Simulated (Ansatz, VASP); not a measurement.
ZnO in VASP and in Ansatz

```xyz
4
Lattice="3.0252 0.0000 0.0000 -1.5126 2.6199 0.0000 0.0000 0.0000 5.1920" Properties=species:S:1:pos:R:3 pbc="T T T"
Zn    0.0000    0.0000    0.0000
Zn    0.0000    0.0000    2.5960
O     0.0000    1.7466    1.2980
O     1.5126    0.8733    3.8940
```

Alike in both runs: functional PBE; k mesh 11 × 11 × 7; occupations fermi-dirac, width 0.08 eV; no spin polarisation.

Ansatz relaxed the structure, and its values are those at the end. VASP's run is a single point on that final structure, the one shown.

```csv
,VASP,Ansatz
version,VASP 6.6.1,Ansatz 0.2.0
potentials or method,"VASP PAW PBE potentials, release 64 (Zn, O)","PAW with Ansatz's default frozen-core files, scalar-relativistic"
plane-wave cutoff (eV),520,420
valence electrons in the cell,36,36
```

Ansatz gave:

* pressure (GPa): 0.0

Estimate VASP's values.

pressure (GPa): 0.9.
